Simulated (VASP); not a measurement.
# Co (P6/mmm) in VASP: a series of runs, part 2 of 2

VASP 6.6.1. Earlier steps stand in the parts before.

**4. Single point, PBE, collinear spin, ferromagnetic start**

This run uses another cell than the first one, of 11.05 Å³/atom, 1.190 times its volume.

INCAR reads:

```
SYSTEM = Co
PREC = Accurate ; ENCUT = 520
EDIFF = 1E-6 ; ISMEAR = -1
SIGMA = 0.05 ; LREAL = .FALSE.
LASPH = .TRUE. ; NELM = 150
ALGO = Normal ; ISIF = 2
LWAVE = .FALSE. ; LCHARG = .TRUE.
ISPIN = 2 ; MAGMOM = 1.7 1.7 1.7
LORBIT = 11 ; LMAXMIX = 4
GGA = PE ; LELF = .TRUE.
LVHAR = .TRUE. ; NBANDS = 24
```

KPOINTS reads:

```
regular mesh
0
G
  10 10 14
  0 0 0
```

POSCAR reads:

```
Co
1.0
    3.9609874913      0.0000000000      0.0000000000
   -1.9804937456      3.4303157915      0.0000000000
    0.0000000000      0.0000000000      2.4403879364
Co
3
Direct
    0.0000000000      0.0000000000      0.0000000000
    0.3333333333      0.6666666667      0.5000000000
    0.6666666667      0.3333333333      0.5000000000
```

Potentials or basis: VASP PAW PBE potentials, release 64 (Co).

Command:

```bash
cat potpaw_PBE.64/Co/POTCAR > POTCAR
mpirun -np 1 vasp_std > vasp.out
```

OUTCAR:

```text
SYSTEM = Co
   PREC = Accurate
   ENCUT = 520
   EDIFF = 1E-6
   ISMEAR = -1
   LREAL = .FALSE.
   LASPH = .TRUE.
   NELM = 150
   ISIF = 2
   ISPIN = 2
   LORBIT = 11
   GGA = PE

 ion  position               nearest neighbor table
   1  0.000  0.000  0.000-   2 2.59   3 2.59   2 2.59   3 2.59   2 2.59   2 2.59   3 2.59   3 2.59
                             3 2.59   3 2.59   2 2.59   2 2.59
   2  0.333  0.667  0.500-   3 2.29   3 2.29   3 2.29   1 2.59   1 2.59   1 2.59   1 2.59   1 2.59
                             1 2.59
   3  0.667  0.333  0.500-   2 2.29   2 2.29   2 2.29   1 2.59   1 2.59   1 2.59   1 2.59   1 2.59
                             1 2.59

  LATTYP: Found a hexagonal cell.
 ALAT       =     3.9609874913
 C/A-ratio  =     0.6161059437

  Lattice vectors:

 A1 = (   3.9609874913,   0.0000000000,   0.0000000000)
 A2 = (  -1.9804937456,   3.4303157915,   0.0000000000)
 A3 = (   0.0000000000,   0.0000000000,   2.4403879364)

Analysis of symmetry for initial positions (statically):
=====================================================================
 Subroutine PRICEL returns:
 Original cell was already a primitive cell.

 Routine SETGRP: Setting up the symmetry group for a
 hexagonal supercell.

 Subroutine GETGRP returns: Found 24 space group operations
 (whereof 24 operations were pure point group operations)
 out of a pool of 24 trial point group operations.

The static configuration has the point symmetry D_6h.

Analysis of symmetry for dynamics (positions and initial velocities):
=====================================================================
 Subroutine PRICEL returns:
 Original cell was already a primitive cell.

 Routine SETGRP: Setting up the symmetry group for a
 hexagonal supercell.

 Subroutine GETGRP returns: Found 24 space group operations
 (whereof 24 operations were pure point group operations)
 out of a pool of 24 trial point group operations.

The dynamic configuration has the point symmetry D_6h.

Analysis of structural, dynamic, and magnetic symmetry:
=====================================================================
 Subroutine PRICEL returns:
 Original cell was already a primitive cell.

 Routine SETGRP: Setting up the symmetry group for a
 hexagonal supercell.

 Subroutine GETGRP returns: Found 24 space group operations
 (whereof 24 operations were pure point group operations)
 out of a pool of 24 trial point group operations.

The overall configuration has the point symmetry D_6h.

 Subroutine INISYM returns: Found 24 space group operations
 (whereof 24 operations are pure point group operations),
 and found     1 'primitive' translations

----------------------------------------------------------------------------------------

                                     Primitive cell

  volume of cell :      33.1586

  direct lattice vectors                    reciprocal lattice vectors
     3.960987491  0.000000000  0.000000000     0.252462297  0.145759175  0.000000000
    -1.980493746  3.430315791  0.000000000     0.000000000  0.291518350  0.000000000
     0.000000000  0.000000000  2.440387936     0.000000000  0.000000000  0.409770916

  length of vectors
     3.960987491  3.960987491  2.440387936     0.291518350  0.291518350  0.409770916

  position of ions in fractional coordinates (direct lattice)
     0.000000000  0.000000000  0.000000000
     0.333333333  0.666666667  0.500000000
     0.666666667  0.333333333  0.500000000

  ion indices of the primitive-cell ions
   primitive index   ion index
                 1           1
[... 74 lines left out ...]
   EDIFF  = 0.1E-05   stopping-criterion for ELM
   LREAL  =      F    real-space projection
   EDIFFG = 0.1E-04   stopping-criterion for IOM
   NSW    =      0    number of steps for IOM
   IBRION =     -1    ionic relax: 0-MD 1-quasi-New 2-CG
   NFREE  =      0    steps in history (QN), initial steepest desc. (CG)
   ISIF   =      2    stress and relaxation
   ISYM   =      2    0-nonsym 1-usesym 2-fastsym
   POTIM  = 0.5000    time-step for ionic-motion
   TEBEG  =    0.0;   TEEND  =   0.0 temperature during run
   PSTRESS=    0.0 pullay stress
   NELECT =      27.0000    total number of electrons
   NUPDOWN=      -1.0000    fix difference up-down
   EMIN   =  10.00;   EMAX   =-10.00  energy-range for DOS
   EFERMI =   0.00;   METHOD = LEGACY
   ISMEAR =    -1;   SIGMA  =   0.05  broadening in eV -4-tet -1-fermi 0-gaus
   EFERMI_NEDOS =   21; number of points for ismear=-14 and -15
   IALGO  =     38    algorithm
   IMIX   =      4    mixing-type and parameters
     AMIX     =   0.40;   BMIX     =  1.00
     AMIX_MAG =   1.60;   BMIX_MAG =  1.00
  volume/ion in A,a.u.               =      11.05        74.59
  Fermi-wavevector in a.u.,A,eV,Ry     =   1.528729  2.888880 31.796998  2.337013
  Thomas-Fermi vector in A             =   2.636448
   LORBIT       =     11    0 simple, 1 ext, 2 COOP (PROOUT), +10 PAW based schemes
   GGA     = PE    functional components
   LHFCALC =     F    Hartree Fock is set to
   AEXX    =    0.0000 exact exchange contribution
   IVDW    =     0    specifies the selected vdW correction
   LEPSILON=     F    determine dielectric tensor
   LRPA    =     F    only Hartree local field effects (RPA)
 spin polarized calculation
  energy-cutoff  :      520.00
  volume of cell :       33.16
 maximum number of plane-waves:       919
 NGX is ok and might be reduce to    30
   NGX = 15   NGY = 15   NGZ =  9

 number of electron      27.0000019 magnetization       4.9231265

 Free energy of the ion-electron system (eV)
  ---------------------------------------------------
  ext. energy  EPLUGINS =         0.00000000
  ---------------------------------------------------
  free energy    TOTEN  =       -20.87265825 eV

  energy without entropy =      -20.85379139  energy(sigma->0) =      -20.86322482

 E-fermi :  10.1026     XC(G=0): -13.2859

 val. band max:       10.1012783522   @ k =   0.4000   0.2000   0.2143
 cond. band min:      10.1036057991   @ k =   0.2000   0.2000   0.0714
 fundamental gap:      0.0023274469
 Fermi energy:        10.1026025712

 spin component 1

 k-point     1 :       0.0000    0.0000    0.0000
  band No.  band energies     occupation
      1       1.2041      1.00000
      2       5.4353      1.00000
      3       6.6611      1.00000
      4       6.6611      1.00000
      5       6.7074      1.00000
      6       6.7074      1.00000
[... 637 lines left out ...]
     23      28.1203      0.00000
     24      28.8331      0.00000

 [... further k-points ...]

 spin component 2

 k-point     1 :       0.0000    0.0000    0.0000
  band No.  band energies     occupation
      1       1.2135      1.00000
      2       6.6064      1.00000
      3       7.8051      1.00000
      4       7.8051      1.00000
      5       7.8405      1.00000
      6       7.8405      1.00000
[... 637 lines left out ...]
     23      28.4475      0.00000
     24      29.0433      0.00000

 [... further k-points ...]

------------------------ aborting loop because EDIFF is reached ----------------------------------------

  FORCE on cell =-STRESS in cart. coord.  units (eV):
  Direction    XX          YY          ZZ          XY          YZ          ZX
  --------------------------------------------------------------------------------------
  -------------------------------------------------------------------------------------
  Total       -0.1378513     -0.1378513     -0.1565907     -0.0000000      0.0000000      0.0000000
  in kB       -6.6607784     -6.6607784     -7.5662389     -0.0000000      0.0000000      0.0000000
  external PRESSURE =      -6.9625985 kB  Pullay stress =       0.0000000 kB

 VOLUME and BASIS-vectors are now :
 -----------------------------------------------------------------------------
  energy-cutoff  :      520.00
  volume of cell :       33.16
      direct lattice vectors                 reciprocal lattice vectors
     3.960987491  0.000000000  0.000000000     0.252462297  0.145759175  0.000000000
    -1.980493746  3.430315791  0.000000000     0.000000000  0.291518350  0.000000000
     0.000000000  0.000000000  2.440387936     0.000000000  0.000000000  0.409770916

 POSITION                                       TOTAL-FORCE (eV/Angst)
 -----------------------------------------------------------------------------------
      0.00000      0.00000      0.00000         0.000000      0.000000      0.000000
     -0.00000      2.28688      1.22019         0.000000      0.000000     -0.000000
      1.98049      1.14344      1.22019        -0.000000      0.000000      0.000000
 -----------------------------------------------------------------------------------
    total drift:                               -0.000000      0.000000      0.000000

  FREE ENERGIE OF THE ION-ELECTRON SYSTEM (eV)
  ---------------------------------------------------
  free  energy   TOTEN  =       -20.8726582544 eV

  energy  without entropy=      -20.8537913866  energy(sigma->0) =      -20.86322482

 total charge

# of ion       s       p       d       tot
------------------------------------------
    1        0.462   0.489   7.244   8.195
    2        0.497   0.518   7.273   8.288
    3        0.497   0.518   7.273   8.288
--------------------------------------------------
tot          1.456   1.525  21.790  24.770

 magnetization (x)

# of ion       s       p       d       tot
------------------------------------------
    1       -0.008  -0.053   1.685   1.623
    2       -0.011  -0.048   1.739   1.681
    3       -0.011  -0.048   1.739   1.681
--------------------------------------------------
tot         -0.030  -0.148   5.162   4.984
```

OSZICAR:

```text
N       E                     dE             d eps       ncg     rms          rms(c)
DAV:   1     0.154810386824E+03    0.15481E+03   -0.11432E+04 11104   0.147E+03
DAV:   2    -0.163381941973E+02   -0.17115E+03   -0.15926E+03 10808   0.275E+02
DAV:   3    -0.237557568750E+02   -0.74176E+01   -0.71616E+01 12336   0.789E+01
DAV:   4    -0.238831927476E+02   -0.12744E+00   -0.12736E+00 15272   0.863E+00
DAV:   5    -0.238852946200E+02   -0.21019E-02   -0.21018E-02 13912   0.101E+00    0.178E+01
DAV:   6    -0.217527850854E+02    0.21325E+01   -0.19083E+01 12296   0.714E+01    0.128E+01
DAV:   7    -0.262646901014E+02   -0.45119E+01   -0.29408E+01 12880   0.981E+01    0.365E+01
DAV:   8    -0.208420897795E+02    0.54226E+01   -0.25424E+01 13016   0.473E+01    0.494E+00
DAV:   9    -0.208695532816E+02   -0.27464E-01   -0.44175E-01 12096   0.745E+00    0.271E+00
DAV:  10    -0.208710630106E+02   -0.15097E-02   -0.64999E-02 15952   0.257E+00    0.114E+00
DAV:  11    -0.208755615256E+02   -0.44985E-02   -0.33103E-02 17808   0.191E+00    0.892E-01
DAV:  12    -0.208731600137E+02    0.24015E-02   -0.29420E-03 15784   0.153E+00    0.544E-01
DAV:  13    -0.208722221509E+02    0.93786E-03   -0.42412E-03 16128   0.711E-01    0.252E-01
DAV:  14    -0.208725569963E+02   -0.33485E-03   -0.55751E-04 15928   0.397E-01    0.131E-01
DAV:  15    -0.208726541271E+02   -0.97131E-04   -0.14608E-04 16128   0.209E-01    0.240E-02
DAV:  16    -0.208726583766E+02   -0.42495E-05   -0.32184E-05 15192   0.481E-02    0.689E-03
DAV:  17    -0.208726582544E+02    0.12227E-06   -0.18237E-06  8048   0.155E-02
   1 F= -.20872658E+02 E0= -.20863225E+02  d E =-.188669E-01  mag=     4.9235
```

Run time: 3 min. Hardware: 1 thread of Intel Xeon 6975P-C, shared host; peak memory 0.25 GiB.

Results:

| Item | Value |
| --- | --- |
| Free energy | -20.8727 eV |
| Pressure | -0.7 GPa |
| Net moment | 4.92 μB per cell |
| Site moments | Co +1.62, +1.68 μB |
| Valence electrons inside the program's atomic spheres | Co 8.20, 8.29 |

**5. Single point, PBE, collinear spin, ferromagnetic start (volume scaled by 0.45)**

INCAR reads:

```
ALGO = Normal ; EDIFF = 1E-6
ENCUT = 520 ; GGA = PE
ISIF = 2 ; ISMEAR = -1
ISPIN = 2 ; LASPH = T
LCHARG = T ; LELF = T
LMAXMIX = 4 ; LORBIT = 11
LREAL = F ; LVHAR = T
LWAVE = F ; MAGMOM = 1.7 1.7 1.7
NBANDS = 24 ; NELM = 150
PREC = Accurate ; SIGMA = 0.05
```

KPOINTS reads:

```
k-points
0
Gamma
  10 10 14
```

POSCAR reads:

```
Co
1.0
    3.0595422451      0.0000000000      0.0000000000
   -1.5297711226      2.6496413082      0.0000000000
    0.0000000000      0.0000000000      1.8406254250
Co
3
Direct
    0.0000000000      0.0000000000      0.0000000000
    0.3333333333      0.6666666667      0.5000000000
    0.6666666667      0.3333333333      0.5000000000
```

Command:

```bash
cat potpaw_PBE.64/Co/POTCAR > POTCAR
mpirun -np 1 vasp_std > vasp.out
```

Run time: 87 s. Hardware: 1 thread of AMD EPYC 9R45 (Zen 5), shared host; peak memory 0.14 GiB.

The run converged, but its numbers aren't listed here, since they failed a check.

Caveat: the cell differs from its parent crystal (volume scaled by 0.45); the starting moments collapsed, and a magnetic state may lie lower.

**6. Single point, PBE, collinear spin, ferromagnetic start (volume scaled by 0.45)**

INCAR reads:

```
SYSTEM = Co
PREC = Accurate ; ENCUT = 520
EDIFF = 1E-7 ; ISMEAR = -1
SIGMA = 0.05 ; LREAL = .False.
LASPH = .True. ; NELM = 150
ALGO = Normal ; ISIF = 2
LWAVE = .False. ; LCHARG = .False.
ISPIN = 2 ; MAGMOM = 1.7 1.7 1.7
LORBIT = 11 ; LMAXMIX = 4
GGA = PE ; NBANDS = 24
```

KPOINTS reads:

```
regular mesh
0
Gamma
  10 10 14
  0 0 0
```

POSCAR is that of step 5.

Potentials or basis: VASP PAW PBE potentials, release 64 (Co).

Command:

```bash
cat potpaw_PBE.64/Co/POTCAR > POTCAR
mpirun -np 1 vasp_std > vasp.out
```

It took 85 s on 1 thread of AMD EPYC 9R45 (Zen 5), shared host; peak memory 0.14 GiB.

The run converged, but its numbers aren't listed here, since they failed a check.

Caveat: the cell differs from its parent crystal (volume scaled by 0.45); the starting moments collapsed, and a magnetic state may lie lower.
